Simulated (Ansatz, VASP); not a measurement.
## One calculation of B, two programs

File POSCAR:

```
B
1.0
    2.3461100000      0.0000000000      0.0000000000
    0.0000000000      2.3461100000      0.0000000000
    0.0000000000      0.0000000000      1.5857900000
B
1
Direct
    0.5000000000      0.5000000000      0.5000000000
```

INCAR.step1

```
SYSTEM = B
PREC = Accurate
ENCUT = 520
EDIFF = 1E-5
ISMEAR = -1
SIGMA = 0.05
LREAL = .False.
LASPH = .True.
NELM = 100
ALGO = Normal
ISIF = 2
LWAVE = .True.
LCHARG = .False.
GGA = PE
NBANDS = 8
```

Contents of INCAR.step2:

```
SYSTEM = B
PREC = Accurate
ENCUT = 520
EDIFF = 1E-7
ISMEAR = -1
SIGMA = 0.05
LREAL = .False.
LASPH = .True.
NELM = 100
ALGO = Normal
ISIF = 2
LWAVE = .False.
LCHARG = .False.
GGA = PE
LHFCALC = .True.
AEXX = 0.25
HFSCREEN = 0.3
PRECFOCK = Normal
ISTART = 1
NBANDS = 8
```

KPOINTS

```
Automatic mesh
0
Gamma
  6 6 8
  0 0 0
```

Contents of input:

```
crystal:
  lattice:
    - [2.34611, 0.0, 0.0]
    - [0.0, 2.34611, 0.0]
    - [0.0, 0.0, 1.58579]
  atoms:
    - { symbol: B, position: [0.5, 0.5, 0.5] }
hamiltonian:
  xc: { exchange: pbe, correlation: pbe, exx: { coeff: 0.25, omega: 0.3 } }
  pseudopotentials: { kind: paw }
kpoints:
  mp_grid: { grid: [6, 6, 8] }
  band_path:
    path:
      - [[0.0, 0.0, 0.0], [0.0, 0.5, 0.0], [0.5, 0.5, 0.0], [0.0, 0.0, 0.0], [0.0, 0.0, 0.5], [0.0, 0.5, 0.5], [0.5, 0.5, 0.5], [0.0, 0.0, 0.5]]
      - [[0.0, 0.5, 0.0], [0.0, 0.5, 0.5]]
      - [[0.5, 0.5, 0.0], [0.5, 0.5, 0.5]]
    npoints: 4
scf:
  occupations: { method: fermi_dirac, width: 0.05 }
  n_extra_bands: 6
output:
  forces: true
  stress: true
  eigenvalues: true
  fatbands: false
```

Alike in both runs: functional PBE-based screened hybrid; k mesh 6 × 6 × 8; occupations fermi-dirac, width 0.05 eV; no spin polarisation.

|  | VASP | Ansatz |
| --- | --- | --- |
| version | VASP 6.6.1 | Ansatz 0.2.0 |
| potentials or method | VASP PAW PBE potentials, release 64 (B) | Ansatz PAW |
| plane-wave cutoff (eV) | 520 | 420 |
| valence electrons in the cell | 3 | 3 |
| task | single point | band structure |

```csv
,VASP,Ansatz,Ansatz less VASP
gap on the k mesh at the Fermi level (eV),none,none,-
pressure (GPa),-0.8,-0.7,+0.12
"traceless stress, the component that is largest in VASP (GPa)",-5.64,-5.69,-0.056
```

VASP's potentials were made for PBE, not for PBE-based screened hybrid. A gap of «none» marks a metal or a gap that the smearing closes. With one functional, cell and mesh, what is left measures potentials, basis and numerics.

The k mesh is coarse, so the values compare programs but aren't converged.
